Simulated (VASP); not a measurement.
# BaCa3F8 (Cmmm) in VASP: settings compared

BaCa3F8 is run at these levels: PBEsol, PBE; tasks: single point.

Everything below comes from runs of VASP 6.6.1. Logs are shortened: lines on timing, memory, paths and dates and some standing lists are left out, and cuts for length are marked.

### 1 The cell of the first run

It takes space group Cmmm (No. 65, orthorhombic). The conventional cell has a = 7.918 Å, b = 11.314 Å, c = 3.948 Å, α = 90.00°, β = 90.00°, γ = 90.00°. Within 3.4 Å of Ba (site symmetry mmm) lie 8 F at 2.56 to 2.58 Å. Within 3.2 Å of F (site symmetry m2m) lie 4 Ca at 2.40 to 2.47 Å and 6 F at 2.67 to 2.72 Å. Within 3.1 Å of F (site symmetry m2m) lie 2 Ca at 2.31 Å and 2 Ba at 2.56 Å and 5 F at 2.67 to 2.89 Å. Within 3.1 Å of F (site symmetry m) lie 3 Ca at 2.38 to 2.39 Å and 1 Ba at 2.58 Å and 6 F at 2.70 to 2.97 Å. Ca (site symmetry 2/m) has 8 F at 2.31 to 2.47 Å within 3.1 Å. Ca (site symmetry mmm) has 8 F at 2.38 to 2.40 Å within 3.1 Å.

### 2 Single point, PBEsol

Contents of INCAR:

```
SYSTEM = BaCa3F8
ALGO     = Normal         ! electronic algorithm
EDIFF    = 1E-6           ! SCF threshold, eV
ENCUT    = 520            ! plane-wave cutoff, eV
GGA      = PS             ! functional
ISIF     = 2              ! what is computed and relaxed
ISMEAR   = -1             ! smearing method
LASPH    = .True.         ! aspherical terms in the spheres
LCHARG   = .False.        ! write CHGCAR
LREAL    = .False.        ! projectors in reciprocal space
LWAVE    = .False.        ! write WAVECAR
NBANDS   = 60             ! bands
NELM     = 60             ! most SCF steps
PREC     = Accurate       ! precision mode
SIGMA    = 0.02           ! smearing width, eV
```

Contents of KPOINTS:

```
k-points
0
Gamma
  4 4 6
  0 0 0
```

Contents of POSCAR:

```
BaCa3F8
1.0
    3.9592021608     -5.6568690730      0.0000000000
    3.9592021608      5.6568690730      0.0000000000
    0.0000000000      0.0000000000      3.9476514629
Ba F Ca
1 8 3
Direct
    0.0000000000      0.0000000000      0.0000000000
    0.3799513640      0.6200486360      0.5000000000
    0.1440917348      0.8559082652      0.5000000000
    0.8653142254      0.6025171909      0.0000000000
    0.6025171909      0.8653142254      0.0000000000
    0.3974828091      0.1346857746      0.0000000000
    0.1346857746      0.3974828091      0.0000000000
    0.8559082652      0.1440917348      0.5000000000
    0.6200486360      0.3799513640      0.5000000000
    0.5000000000      0.0000000000      0.5000000000
    0.0000000000      0.5000000000      0.5000000000
    0.5000000000      0.5000000000      0.0000000000
```

Potentials or basis: VASP PAW PBE potentials, release 64 (Ba_sv, F, Ca_sv).

Started as:

```console
cat potpaw_PBE.64/Ba_sv/POTCAR potpaw_PBE.64/F/POTCAR potpaw_PBE.64/Ca_sv/POTCAR > POTCAR
mpirun -np 1 vasp_std > vasp.out
```

OUTCAR:

```text
SYSTEM = BaCa3F8
   EDIFF = 1E-6
   ENCUT = 520
   GGA = PS
   ISIF = 2
   ISMEAR = -1
   LASPH = .True.
   LREAL = .False.
   NELM = 60
   PREC = Accurate

 ion  position               nearest neighbor table
   1  0.000  0.000  0.000-   3 2.56   8 2.56   3 2.56   8 2.56   7 2.58   4 2.58   5 2.58   6 2.58
                            12 3.96  12 3.96
   2  0.380  0.620  0.500-  12 2.40  12 2.40  10 2.47  11 2.47
   3  0.144  0.856  0.500-  10 2.31  11 2.31   1 2.56   1 2.56
   4  0.865  0.603  0.000-  12 2.38  11 2.39  11 2.39   1 2.58
   5  0.603  0.865  0.000-  12 2.38  10 2.39  10 2.39   1 2.58
   6  0.397  0.135  0.000-  12 2.38  10 2.39  10 2.39   1 2.58
   7  0.135  0.397  0.000-  12 2.38  11 2.39  11 2.39   1 2.58
   8  0.856  0.144  0.500-  10 2.31  11 2.31   1 2.56   1 2.56
   9  0.620  0.380  0.500-  12 2.40  12 2.40  10 2.47  11 2.47
  10  0.500  0.000  0.500-   3 2.31   8 2.31   6 2.39   5 2.39   5 2.39   6 2.39   2 2.47   9 2.47

  11  0.000  0.500  0.500-   3 2.31   8 2.31   7 2.39   4 2.39   4 2.39   7 2.39   2 2.47   9 2.47

  12  0.500  0.500  0.000-   4 2.38   5 2.38   6 2.38   7 2.38   2 2.40   9 2.40   2 2.40   9 2.40
                             1 3.96   1 3.96

  LATTYP: Found a base centered orthorhombic cell.
 ALAT       =     7.9184043216
 B/A-ratio  =     1.4287901560
 C/A-ratio  =     0.4985412847

  Lattice vectors:

 A1 = (   3.9592021608,  -5.6568690730,   0.0000000000)
 A2 = (   3.9592021608,   5.6568690730,   0.0000000000)
 A3 = (   0.0000000000,   0.0000000000,   3.9476514629)

Analysis of symmetry for initial positions (statically):
=====================================================================
 Subroutine PRICEL returns:
 Original cell was already a primitive cell.

 Routine SETGRP: Setting up the symmetry group for a
 base centered orthorhombic supercell.

 Subroutine GETGRP returns: Found  8 space group operations
 (whereof  8 operations were pure point group operations)
 out of a pool of  8 trial point group operations.

The static configuration has the point symmetry D_2h.

Analysis of symmetry for dynamics (positions and initial velocities):
=====================================================================
 Subroutine PRICEL returns:
 Original cell was already a primitive cell.

 Routine SETGRP: Setting up the symmetry group for a
 base centered orthorhombic supercell.

 Subroutine GETGRP returns: Found  8 space group operations
 (whereof  8 operations were pure point group operations)
 out of a pool of  8 trial point group operations.

The dynamic configuration has the point symmetry D_2h.

 Subroutine INISYM returns: Found  8 space group operations
 (whereof  8 operations are pure point group operations),
 and found     1 'primitive' translations

----------------------------------------------------------------------------------------

                                     Primitive cell

  volume of cell :     176.8286

  direct lattice vectors                    reciprocal lattice vectors
     3.959202161 -5.656869073  0.000000000     0.126288070 -0.088388116  0.000000000
     3.959202161  5.656869073  0.000000000     0.126288070  0.088388116  0.000000000
     0.000000000  0.000000000  3.947651463     0.000000000  0.000000000  0.253315170

  length of vectors
     6.904741086  6.904741086  3.947651463     0.154146475  0.154146475  0.253315170

  position of ions in fractional coordinates (direct lattice)
     0.000000000  0.000000000  0.000000000
     0.379951364  0.620048636  0.500000000
     0.144091735  0.855908265  0.500000000
     0.865314225  0.602517191  0.000000000
     0.602517191  0.865314225  0.000000000
     0.397482809  0.134685775  0.000000000
     0.134685775  0.397482809  0.000000000
     0.855908265  0.144091735  0.500000000
     0.620048636  0.379951364  0.500000000
     0.500000000  0.000000000  0.500000000
     0.000000000  0.500000000  0.500000000
     0.500000000  0.500000000  0.000000000

  ion indices of the primitive-cell ions
   primitive index   ion index
                 1           1
                 2           2
                 3           3
                 4           4
                 5           5
                 6           6
                 7           7
                 8           8
                 9           9
                10          10
                11          11
                12          12

----------------------------------------------------------------------------------------

 KPOINTS: k-points

Automatic generation of k-mesh.
 Grid dimensions read from file:
 generate k-points for:    4    4    6

 Generating k-lattice:

  Cartesian coordinates                     Fractional coordinates (reciprocal lattice)
     0.031572018 -0.022097029  0.000000000     0.250000000  0.000000000  0.000000000
     0.031572018  0.022097029  0.000000000     0.000000000  0.250000000  0.000000000
     0.000000000  0.000000000  0.042219195     0.000000000  0.000000000  0.166666667

  Length of vectors
     0.038536619  0.038536619  0.042219195

  Shift w.r.t. Gamma in fractional coordinates (k-lattice)
     0.000000000  0.000000000  0.000000000

 Subroutine IBZKPT returns following result:
 ===========================================

 Found     28 irreducible k-points:

 Following reciprocal coordinates:
            Coordinates               Weight
  0.000000  0.000000  0.000000      1.000000
  0.250000  0.000000  0.000000      4.000000
  0.500000  0.000000  0.000000      2.000000
  0.250000  0.250000  0.000000      2.000000
  0.500000  0.250000  0.000000      4.000000
 -0.250000  0.250000  0.000000      2.000000
[... 16 lines left out ...]
  0.250000  0.000000  0.500000      4.000000
  0.500000  0.000000  0.500000      2.000000
 [... further k-points ...]
   k-points           NKPTS =     28   k-points in BZ     NKDIM =     28   number of bands    NBANDS=     60
   number of dos      NEDOS =    301   number of ions     NIONS =     12
   total plane-waves  NPLWV =  87480
   dimension x,y,z NGX =    54 NGY =   54 NGZ =   30
   dimension x,y,z NGXF=   108 NGYF=  108 NGZF=   60
   ions per type =               1   8   3
   NGX,Y,Z   is equivalent  to a cutoff of  13.00, 13.00, 12.63 a.u.
   NGXF,Y,Z  is equivalent  to a cutoff of  26.00, 26.00, 25.27 a.u.
 SYSTEM =  BaCa3F8
   PREC   = accura    normal or accurate (medium, high low for compatibility)
   ISTART =      0    job   : 0-new  1-cont  2-samecut
   ICHARG =      2    charge: 1-file 2-atom 10-const
   ISPIN  =      1    spin polarized calculation?
   LNONCOLLINEAR =      F non collinear calculations
   LSORBIT =      F    spin-orbit coupling
   LASPH  =      T    aspherical Exc in radial PAW
   ENCUT  =  520.0 eV  38.22 Ry    6.18 a.u.  12.84 12.84  7.34*2*pi/ulx,y,z
   NELM   =     60;   NELMIN=  2; NELMDL= -5     # of ELM steps
   EDIFF  = 0.1E-05   stopping-criterion for ELM
   LREAL  =      F    real-space projection
   EDIFFG = 0.1E-04   stopping-criterion for IOM
   NSW    =      0    number of steps for IOM
   IBRION =     -1    ionic relax: 0-MD 1-quasi-New 2-CG
   NFREE  =      0    steps in history (QN), initial steepest desc. (CG)
   ISIF   =      2    stress and relaxation
   ISYM   =      2    0-nonsym 1-usesym 2-fastsym
   POTIM  = 0.5000    time-step for ionic-motion
   TEBEG  =    0.0;   TEEND  =   0.0 temperature during run
   PSTRESS=    0.0 pullay stress
   NELECT =      96.0000    total number of electrons
   NUPDOWN=      -1.0000    fix difference up-down
   EMIN   =  10.00;   EMAX   =-10.00  energy-range for DOS
   EFERMI =   0.00;   METHOD = LEGACY
   ISMEAR =    -1;   SIGMA  =   0.02  broadening in eV -4-tet -1-fermi 0-gaus
   EFERMI_NEDOS =   21; number of points for ismear=-14 and -15
   IALGO  =     38    algorithm
   IMIX   =      4    mixing-type and parameters
     AMIX     =   0.40;   BMIX     =  1.00
     AMIX_MAG =   1.60;   BMIX_MAG =  1.00
  volume/ion in A,a.u.               =      14.74        99.44
  Fermi-wavevector in a.u.,A,eV,Ry     =   1.335512  2.523751 24.267237  1.783592
  Thomas-Fermi vector in A             =   2.464210
   LORBIT       =      0    0 simple, 1 ext, 2 COOP (PROOUT), +10 PAW based schemes
   GGA     = PS    functional components
   LHFCALC =     F    Hartree Fock is set to
   AEXX    =    0.0000 exact exchange contribution
   IVDW    =     0    specifies the selected vdW correction
   LEPSILON=     F    determine dielectric tensor
   LRPA    =     F    only Hartree local field effects (RPA)
 non-spin polarized calculation
  energy-cutoff  :      520.00
  volume of cell :      176.83
 maximum number of plane-waves:      4785
 NGX is ok and might be reduce to    54
   NGX = 25   NGY = 25   NGZ = 15

 number of electron      95.9999966 magnetization

 Free energy of the ion-electron system (eV)
  ---------------------------------------------------
  ext. energy  EPLUGINS =         0.00000000
  ---------------------------------------------------
  free energy    TOTEN  =       -70.75896965 eV

  energy without entropy =      -70.75896965  energy(sigma->0) =      -70.75896965

 E-fermi :  -0.4582     XC(G=0):  -9.7359

 val. band max:       -1.0242800780   @ k =   0.0000   0.0000   0.0000
 cond. band min:       5.5039831941   @ k =   0.0000   0.0000   0.0000
 fundamental gap:      6.5282632721
 Fermi energy:        -0.4581732520

 k-point     1 :       0.0000    0.0000    0.0000
  band No.  band energies     occupation
      1     -37.1959      2.00000
      2     -37.1861      2.00000
      3     -36.9057      2.00000
      4     -24.2381      2.00000
      5     -21.5530      2.00000
      6     -20.9981      2.00000
[... 52 lines left out ...]
     59       8.5806      0.00000
     60       8.7486      0.00000

 k-point     2 :       0.2500    0.0000    0.0000
  band No.  band energies     occupation
      1     -37.1945      2.00000
      2     -37.1875      2.00000
      3     -36.9059      2.00000
      4     -24.2419      2.00000
      5     -21.4938      2.00000
      6     -21.0273      2.00000
[... 52 lines left out ...]
     59       8.4798      0.00000
     60       9.1055      0.00000

 k-point     3 :       0.5000    0.0000    0.0000
  band No.  band energies     occupation
      1     -37.1910      2.00000
      2     -37.1908      2.00000
      3     -36.9060      2.00000
      4     -24.2456      2.00000
      5     -21.4106      2.00000
      6     -21.1102      2.00000
[... 1312 lines left out ...]
     59       8.7474      0.00000
     60       8.8159      0.00000

 k-point    24 :       0.5000    0.0000    0.5000
  band No.  band energies     occupation
      1     -37.1819      2.00000
      2     -37.1819      2.00000
      3     -36.8976      2.00000
      4     -24.0116      2.00000
      5     -21.4114      2.00000
      6     -21.3229      2.00000
[... 52 lines left out ...]
     59       8.6693      0.00000
     60       8.8286      0.00000

 [... further k-points ...]

------------------------ aborting loop because EDIFF is reached ----------------------------------------

  FORCE on cell =-STRESS in cart. coord.  units (eV):
  Direction    XX          YY          ZZ          XY          YZ          ZX
  --------------------------------------------------------------------------------------
  -------------------------------------------------------------------------------------
  Total        0.8109439      0.8524560      0.7507615      0.0000000      0.0000000      0.0000000
  in kB        7.3476559      7.7237814      6.8023659      0.0000000      0.0000000      0.0000000
  external PRESSURE =       7.2912677 kB  Pullay stress =       0.0000000 kB

 VOLUME and BASIS-vectors are now :
 -----------------------------------------------------------------------------
  energy-cutoff  :      520.00
  volume of cell :      176.83
      direct lattice vectors                 reciprocal lattice vectors
     3.959202161 -5.656869073  0.000000000     0.126288070 -0.088388116  0.000000000
     3.959202161  5.656869073  0.000000000     0.126288070  0.088388116  0.000000000
     0.000000000  0.000000000  3.947651463     0.000000000  0.000000000  0.253315170

 POSITION                                       TOTAL-FORCE (eV/Angst)
 -----------------------------------------------------------------------------------
      0.00000      0.00000      0.00000         0.000000      0.000000     -0.000000
      3.95920      1.35820      1.97383         0.000000      0.002188      0.000000
      3.95920      4.02665      1.97383         0.000000     -0.092893     -0.000000
      5.81144     -1.48661      0.00000        -0.066904     -0.045324     -0.000000
      5.81144      1.48661      0.00000        -0.066904      0.045324     -0.000000
      2.10696     -1.48661      0.00000         0.066904     -0.045324     -0.000000
      2.10696      1.48661      0.00000         0.066904      0.045324      0.000000
      3.95920     -4.02665      1.97383         0.000000      0.092893     -0.000000
      3.95920     -1.35820      1.97383         0.000000     -0.002188     -0.000000
      1.97960     -2.82843      1.97383         0.000000      0.000000     -0.000000
      1.97960      2.82843      1.97383         0.000000      0.000000     -0.000000
      3.95920      0.00000      0.00000         0.000000      0.000000     -0.000000
 -----------------------------------------------------------------------------------
    total drift:                               -0.000000     -0.000000      0.000000

  FREE ENERGIE OF THE ION-ELECTRON SYSTEM (eV)
  ---------------------------------------------------
  free  energy   TOTEN  =       -70.7589696541 eV

  energy  without entropy=      -70.7589696541  energy(sigma->0) =      -70.75896965
```

Wall time 3.3 min (1 thread of Intel Xeon 6975P-C (Granite Rapids), shared host); peak memory 0.42 GiB.

Results:

- Free energy: -70.7590 eV
- Pressure: 0.7 GPa
- Largest force: 0.093 eV/Å
- Band gap on the k mesh: 6.53 eV

Forces on the atoms (eV/Å):
```
Ba   0.000  0.000  0.000
F    0.000  0.002  0.000
F    0.000 -0.093  0.000
F   -0.067 -0.045  0.000
F   -0.067  0.045  0.000
F    0.067 -0.045  0.000
F    0.067  0.045  0.000
F    0.000  0.093  0.000
F    0.000 -0.002  0.000
Ca   0.000  0.000  0.000
Ca   0.000  0.000  0.000
Ca   0.000  0.000  0.000
```

Levels at points of the mesh, in eV from the valence-band top:
```
           k point  band 44  band 45  band 46  band 47  band 48  band 49  band 50  band 51  band 52  band 53
(0.00, 0.00, 0.00)    -0.45    -0.42    -0.28    -0.22     0.00     6.53     7.53     8.63     8.78     8.83
(0.50, 0.00, 0.00)    -0.49    -0.45    -0.28    -0.26    -0.13     7.27     7.85     8.21     8.55     8.71
(0.50, 0.50, 0.00)    -0.36    -0.26    -0.24    -0.22    -0.05     7.28     8.06     8.45     8.66     8.91
(0.00, 0.00, 0.50)    -0.32    -0.32    -0.17    -0.15    -0.07     7.23     8.09     8.22     8.68     8.93
(0.50, 0.00, 0.50)    -0.36    -0.25    -0.23    -0.15    -0.10     7.16     8.09     8.30     8.38     9.25
(0.50, 0.50, 0.50)    -0.44    -0.40    -0.28    -0.05    -0.02     6.89     7.99     8.74     8.79     9.03
```

Caveat: the PAW data sets were made with another functional, which shifts forces and pressure a little; spin-orbit coupling is left out, which moves the levels of the heavy elements. A k mesh can miss the band edges.

### 3 Single point, PBE

This run uses another cell than the first one, of 14.94 Å³/atom.

Contents of INCAR:

```
SYSTEM = BaCa3F8
PREC = Accurate ; ENCUT = 520
EDIFF = 1E-6 ; ISMEAR = -1
SIGMA = 0.02 ; LREAL = .False.
LASPH = .True. ; NELM = 60
ALGO = Normal ; ISIF = 2
LWAVE = .False. ; LCHARG = .False.
GGA = PE ; NBANDS = 60
```

Contents of KPOINTS:

```
regular mesh
0
Gamma
  4 4 6
  0 0 0
```

Contents of POSCAR:

```
BaCa3F8
1.0
    3.9782349180     -5.6895120744      0.0000000000
    3.9782349180      5.6895120744      0.0000000000
    0.0000000000      0.0000000000      3.9608481574
Ba F Ca
1 8 3
Direct
    0.0000000000      0.0000000000      0.0000000000
    0.3802126811      0.6197873189      0.5000000000
    0.1450838997      0.8549161003      0.5000000000
    0.8649697315      0.6016368249      0.0000000000
    0.6016368249      0.8649697315      0.0000000000
    0.3983631751      0.1350302685      0.0000000000
    0.1350302685      0.3983631751      0.0000000000
    0.8549161003      0.1450838997      0.5000000000
    0.6197873189      0.3802126811      0.5000000000
    0.5000000000      0.0000000000      0.5000000000
    0.0000000000      0.5000000000      0.5000000000
    0.5000000000      0.5000000000      0.0000000000
```

Potentials or basis: VASP PAW PBE potentials, release 64 (Ba_sv, F, Ca_sv).

Started as:

```console
cat potpaw_PBE.64/Ba_sv/POTCAR potpaw_PBE.64/F/POTCAR potpaw_PBE.64/Ca_sv/POTCAR > POTCAR
mpirun -np 1 vasp_std > vasp.out
```

Wall time 3.8 min (1 thread of Intel Xeon 6975P-C (Granite Rapids), shared host); peak memory 0.43 GiB.

It converged, with:

* Free energy: -68.4942 eV
* Pressure: 3.4 GPa
* Largest force: 0.023 eV/Å
* Band gap on the k mesh: 6.57 eV

Forces in eV/Å, atoms in the order of the input:
```
Ba   0.000  0.000  0.000
F    0.000 -0.003  0.000
F    0.000 -0.007  0.000
F   -0.022 -0.007  0.000
F   -0.022  0.007  0.000
F    0.022 -0.007  0.000
F    0.022  0.007  0.000
F    0.000  0.007  0.000
F    0.000  0.003  0.000
Ca   0.000  0.000  0.000
Ca   0.000  0.000  0.000
Ca   0.000  0.000  0.000
```

Levels at points of the mesh, in eV from the valence-band top:
| k point | band 44 | band 45 | band 46 | band 47 | band 48 | band 49 | band 50 | band 51 | band 52 | band 53 |
| --- | --- | --- | --- | --- | --- | --- | --- | --- | --- | --- |
| (0.00, 0.00, 0.00) | -0.44 | -0.41 | -0.30 | -0.22 | 0.00 | 6.57 | 7.56 | 8.57 | 8.73 | 8.79 |
| (0.50, 0.00, 0.00) | -0.49 | -0.44 | -0.27 | -0.27 | -0.12 | 7.25 | 7.88 | 8.25 | 8.58 | 8.65 |
| (0.50, 0.50, 0.00) | -0.36 | -0.27 | -0.26 | -0.22 | -0.06 | 7.26 | 8.07 | 8.44 | 8.70 | 8.94 |
| (0.00, 0.00, 0.50) | -0.32 | -0.31 | -0.18 | -0.14 | -0.08 | 7.22 | 8.10 | 8.25 | 8.72 | 8.89 |
| (0.50, 0.00, 0.50) | -0.35 | -0.23 | -0.22 | -0.18 | -0.11 | 7.15 | 8.11 | 8.32 | 8.40 | 9.18 |
| (0.50, 0.50, 0.50) | -0.43 | -0.40 | -0.27 | -0.06 | -0.03 | 6.89 | 8.02 | 8.69 | 8.74 | 8.98 |

Caveat: the cell stands under pressure; spin-orbit coupling is left out, which moves the levels of the heavy elements.
